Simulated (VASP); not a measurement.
# TaC (Fm-3m) in VASP: single point with PBE

Aim: the single point of TaC with PBE.

Program: VASP 6.6.1. These are calculated values, not measurements. Logs are shortened: lines on timing, memory, paths and dates and some standing lists are left out, and cuts for length are marked.

## Step 1: The cell of the first run

Symmetry: Fm-3m, No. 225, cubic system. Conventional cell: a = 4.475 Å, b = 4.475 Å, c = 4.475 Å, α = 90.00°, β = 90.00°, γ = 90.00°. Within 3.0 Å of Ta (site symmetry m-3m) lie 6 C at 2.24 Å. Within 3.0 Å of C (site symmetry m-3m) lie 6 Ta at 2.24 Å.

## Step 2: Single point, PBE

Contents of INCAR:

```
  PREC = Accurate
  ENCUT = 520
  EDIFF = 1E-7
  ISMEAR = 0
  SIGMA = 0.1
  LREAL = False
  LASPH = True
  NELM = 100
  ALGO = Normal
  ISIF = 2
  LWAVE = False
  LCHARG = False
  GGA = PE
  NBANDS = 14
```

Contents of KPOINTS:

```
Automatic mesh
0
Gamma
  16 16 16
```

Contents of POSCAR:

```
TaC
1.0
    0.0000000000      2.2376290142      2.2376290142
    2.2376290142      0.0000000000      2.2376290142
    2.2376290142      2.2376290142      0.0000000000
Ta C
1 1
Direct
    0.0000000000      0.0000000000      0.0000000000
    0.5000000000      0.5000000000      0.5000000000
```

Potentials or basis: VASP PAW PBE potentials, release 64 (Ta_pv, C).

Started as:

```bash
$ cat potpaw_PBE.64/Ta_pv/POTCAR potpaw_PBE.64/C/POTCAR > POTCAR
$ mpirun -np 1 vasp_std > vasp.out
```

OUTCAR:

```text
PREC = Accurate
   ENCUT = 520
   EDIFF = 1E-7
   ISMEAR = 0
   LREAL = False
   LASPH = True
   NELM = 100
   ISIF = 2
   GGA = PE

 ion  position               nearest neighbor table
   1  0.000  0.000  0.000-   2 2.24   2 2.24   2 2.24   2 2.24   2 2.24   2 2.24
   2  0.500  0.500  0.500-   1 2.24   1 2.24   1 2.24   1 2.24   1 2.24   1 2.24

  LATTYP: Found a face centered cubic cell.
 ALAT       =     4.4752580284

  Lattice vectors:

 A1 = (   0.0000000000,   2.2376290142,   2.2376290142)
 A2 = (   2.2376290142,   0.0000000000,   2.2376290142)
 A3 = (   2.2376290142,   2.2376290142,   0.0000000000)

Analysis of symmetry for initial positions (statically):
=====================================================================
 Subroutine PRICEL returns:
 Original cell was already a primitive cell.

 Routine SETGRP: Setting up the symmetry group for a
 face centered cubic supercell.

 Subroutine GETGRP returns: Found 48 space group operations
 (whereof 48 operations were pure point group operations)
 out of a pool of 48 trial point group operations.

The static configuration has the point symmetry O_h .

Analysis of symmetry for dynamics (positions and initial velocities):
=====================================================================
 Subroutine PRICEL returns:
 Original cell was already a primitive cell.

 Routine SETGRP: Setting up the symmetry group for a
 face centered cubic supercell.

 Subroutine GETGRP returns: Found 48 space group operations
 (whereof 48 operations were pure point group operations)
 out of a pool of 48 trial point group operations.

The dynamic configuration has the point symmetry O_h .

 Subroutine INISYM returns: Found 48 space group operations
 (whereof 48 operations are pure point group operations),
 and found     1 'primitive' translations

----------------------------------------------------------------------------------------

                                     Primitive cell

  volume of cell :      22.4075

  direct lattice vectors                    reciprocal lattice vectors
     0.000000000  2.237629014  2.237629014    -0.223450803  0.223450803  0.223450803
     2.237629014  0.000000000  2.237629014     0.223450803 -0.223450803  0.223450803
     2.237629014  2.237629014  0.000000000     0.223450803  0.223450803 -0.223450803

  length of vectors
     3.164485299  3.164485299  3.164485299     0.387028144  0.387028144  0.387028144

  position of ions in fractional coordinates (direct lattice)
     0.000000000  0.000000000  0.000000000
     0.500000000  0.500000000  0.500000000

  ion indices of the primitive-cell ions
   primitive index   ion index
                 1           1
                 2           2

----------------------------------------------------------------------------------------

 KPOINTS: Automatic mesh

Automatic generation of k-mesh.
 Grid dimensions read from file:
 generate k-points for:   16   16   16

 Generating k-lattice:

  Cartesian coordinates                     Fractional coordinates (reciprocal lattice)
    -0.013965675  0.013965675  0.013965675     0.062500000  0.000000000  0.000000000
     0.013965675 -0.013965675  0.013965675     0.000000000  0.062500000  0.000000000
     0.013965675  0.013965675 -0.013965675     0.000000000  0.000000000  0.062500000

  Length of vectors
     0.024189259  0.024189259  0.024189259

  Shift w.r.t. Gamma in fractional coordinates (k-lattice)
     0.000000000  0.000000000  0.000000000

 Subroutine IBZKPT returns following result:
 ===========================================

 Found    145 irreducible k-points:

 Following reciprocal coordinates:
            Coordinates               Weight
  0.000000  0.000000  0.000000      1.000000
  0.062500  0.000000  0.000000      8.000000
  0.125000  0.000000  0.000000      8.000000
  0.187500  0.000000  0.000000      8.000000
  0.250000  0.000000  0.000000      8.000000
  0.312500  0.000000  0.000000      8.000000
[... 16 lines left out ...]
 -0.125000  0.062500  0.000000     24.000000
 -0.062500  0.062500  0.000000     12.000000
 [... further k-points ...]
   k-points           NKPTS =    145   k-points in BZ     NKDIM =    145   number of bands    NBANDS=     14
   number of dos      NEDOS =    301   number of ions     NIONS =      2
   total plane-waves  NPLWV =  13824
   dimension x,y,z NGX =    24 NGY =   24 NGZ =   24
   dimension x,y,z NGXF=    48 NGYF=   48 NGZF=   48
   ions per type =               1   1
   NGX,Y,Z   is equivalent  to a cutoff of  12.61, 12.61, 12.61 a.u.
   NGXF,Y,Z  is equivalent  to a cutoff of  25.22, 25.22, 25.22 a.u.
 SYSTEM =  unknown system
   PREC   = accura    normal or accurate (medium, high low for compatibility)
   ISTART =      0    job   : 0-new  1-cont  2-samecut
   ICHARG =      2    charge: 1-file 2-atom 10-const
   ISPIN  =      1    spin polarized calculation?
   LNONCOLLINEAR =      F non collinear calculations
   LSORBIT =      F    spin-orbit coupling
   LASPH  =      T    aspherical Exc in radial PAW
   ENCUT  =  520.0 eV  38.22 Ry    6.18 a.u.   5.88  5.88  5.88*2*pi/ulx,y,z
   NELM   =    100;   NELMIN=  2; NELMDL= -5     # of ELM steps
   EDIFF  = 0.1E-06   stopping-criterion for ELM
   LREAL  =      F    real-space projection
   EDIFFG = 0.1E-05   stopping-criterion for IOM
   NSW    =      0    number of steps for IOM
   IBRION =     -1    ionic relax: 0-MD 1-quasi-New 2-CG
   NFREE  =      0    steps in history (QN), initial steepest desc. (CG)
   ISIF   =      2    stress and relaxation
   ISYM   =      2    0-nonsym 1-usesym 2-fastsym
   POTIM  = 0.5000    time-step for ionic-motion
   TEBEG  =    0.0;   TEEND  =   0.0 temperature during run
   PSTRESS=    0.0 pullay stress
   NELECT =      15.0000    total number of electrons
   NUPDOWN=      -1.0000    fix difference up-down
   EMIN   =  10.00;   EMAX   =-10.00  energy-range for DOS
   EFERMI =   0.00;   METHOD = LEGACY
   ISMEAR =     0;   SIGMA  =   0.10  broadening in eV -4-tet -1-fermi 0-gaus
   EFERMI_NEDOS =   21; number of points for ismear=-14 and -15
   IALGO  =     38    algorithm
   IMIX   =      4    mixing-type and parameters
     AMIX     =   0.40;   BMIX     =  1.00
     AMIX_MAG =   1.60;   BMIX_MAG =  1.00
  volume/ion in A,a.u.               =      11.20        75.61
  Fermi-wavevector in a.u.,A,eV,Ry     =   1.432102  2.706280 27.904393  2.050915
  Thomas-Fermi vector in A             =   2.551766
   LORBIT       =      0    0 simple, 1 ext, 2 COOP (PROOUT), +10 PAW based schemes
   GGA     = PE    functional components
   LHFCALC =     F    Hartree Fock is set to
   AEXX    =    0.0000 exact exchange contribution
   IVDW    =     0    specifies the selected vdW correction
   LEPSILON=     F    determine dielectric tensor
   LRPA    =     F    only Hartree local field effects (RPA)
 non-spin polarized calculation
 Gauss-broadening in eV      SIGMA  =   0.10
  energy-cutoff  :      520.00
  volume of cell :       22.41
 maximum number of plane-waves:       620
   NGX = 11   NGY = 11   NGZ = 11

 number of electron      14.9999999 magnetization

 Free energy of the ion-electron system (eV)
  ---------------------------------------------------
  ext. energy  EPLUGINS =         0.00000000
  ---------------------------------------------------
  free energy    TOTEN  =       -22.20730779 eV

  energy without entropy =      -22.20565606  energy(sigma->0) =      -22.20648192

 E-fermi :   8.2394     XC(G=0): -13.1322

 val. band max:        8.2135002466   @ k =   0.4375   0.1875   0.0625
 cond. band min:       8.2598894610   @ k =   0.1250   0.0625   0.0000
 fundamental gap:      0.0463892144
 Fermi energy:         8.2394272343

 k-point     1 :       0.0000    0.0000    0.0000
  band No.  band energies     occupation
      1     -26.8522      2.00000
      2     -26.8522      2.00000
      3     -26.8522      2.00000
      4      -6.4640      2.00000
      5       6.9499      2.00000
      6       6.9499      2.00000
      7       6.9499      2.00000
      8       7.7887      2.00000
      9       7.7887      2.00000
     10       7.7887      2.00000
     11       8.8976      0.00000
     12       8.8976      0.00000
     13      14.6768      0.00000
     14      18.2950      0.00000

 k-point     2 :       0.0625    0.0000    0.0000
  band No.  band energies     occupation
      1     -26.8795      2.00000
      2     -26.8550      2.00000
      3     -26.8550      2.00000
      4      -6.3555      2.00000
      5       6.3522      2.00000
      6       6.6921      2.00000
      7       6.6921      2.00000
      8       7.4322      2.00000
      9       7.4322      2.00000
     10       8.1490      1.79880
     11       9.7280      0.00000
     12       9.7280      0.00000
     13      14.8963      0.00000
     14      18.5708      0.00000

 k-point     3 :       0.1250    0.0000    0.0000
  band No.  band energies     occupation
      1     -26.9567      2.00000
      2     -26.8628      2.00000
      3     -26.8628      2.00000
      4      -6.0385      2.00000
      5       5.3254      2.00000
      6       5.8292      2.00000
      7       5.8292      2.00000
      8       7.6035      2.00000
      9       7.6035      2.00000
     10       8.5589      0.00001
     11      11.0566      0.00000
     12      11.0566      0.00000
     13      15.4675      0.00000
     14      19.3324      0.00000
[... 324 lines left out ...]
 k-point    23 :      -0.1250    0.0625    0.0000
  band No.  band energies     occupation
      1     -27.0015      2.00000
      2     -26.8885      2.00000
      3     -26.8598      2.00000
      4      -5.8036      2.00000
      5       4.7978      2.00000
      6       5.2569      2.00000
      7       5.4278      2.00000
      8       7.4198      2.00000
      9       8.3297      0.20167
     10       8.9583      0.00000
     11      10.8245      0.00000
     12      12.3567      0.00000
     13      15.8932      0.00000
     14      19.8650      0.00000

 k-point    24 :      -0.0625    0.0625    0.0000
  band No.  band energies     occupation
      1     -26.9173      2.00000
      2     -26.8706      2.00000
      3     -26.8544      2.00000
      4      -6.1787      2.00000
      5       5.8352      2.00000
      6       6.0315      2.00000
      7       6.1550      2.00000
      8       7.1159      2.00000
      9       8.0014      1.99924
     10       8.5793      0.00000
     11       9.8542      0.00000
     12      10.9672      0.00000
     13      15.2488      0.00000
     14      19.0088      0.00000

 [... further k-points ...]

------------------------ aborting loop because EDIFF is reached ----------------------------------------

  FORCE on cell =-STRESS in cart. coord.  units (eV):
  Direction    XX          YY          ZZ          XY          YZ          ZX
  --------------------------------------------------------------------------------------
  -------------------------------------------------------------------------------------
  Total        0.0980129      0.0980129      0.0980129      0.0000000     -0.0000000      0.0000000
  in kB        7.0080901      7.0080901      7.0080901      0.0000000     -0.0000000      0.0000000
  external PRESSURE =       7.0080901 kB  Pullay stress =       0.0000000 kB

 VOLUME and BASIS-vectors are now :
 -----------------------------------------------------------------------------
  energy-cutoff  :      520.00
  volume of cell :       22.41
      direct lattice vectors                 reciprocal lattice vectors
     0.000000000  2.237629014  2.237629014    -0.223450803  0.223450803  0.223450803
     2.237629014  0.000000000  2.237629014     0.223450803 -0.223450803  0.223450803
     2.237629014  2.237629014  0.000000000     0.223450803  0.223450803 -0.223450803

 POSITION                                       TOTAL-FORCE (eV/Angst)
 -----------------------------------------------------------------------------------
      0.00000      0.00000      0.00000        -0.000000      0.000000      0.000000
      2.23763      2.23763      2.23763         0.000000     -0.000000     -0.000000
 -----------------------------------------------------------------------------------
    total drift:                                0.000000     -0.000000     -0.000000

  FREE ENERGIE OF THE ION-ELECTRON SYSTEM (eV)
  ---------------------------------------------------
  free  energy   TOTEN  =       -22.2073077865 eV

  energy  without entropy=      -22.2056560556  energy(sigma->0) =      -22.20648192
```

It took 50 s on 1 thread of Intel Xeon 8259CL, shared host; peak memory 0.18 GiB.

Results:

* Free energy: -22.2073 eV
* Pressure: 0.7 GPa

Caveat: spin-orbit coupling is left out, which moves the levels of the heavy elements.
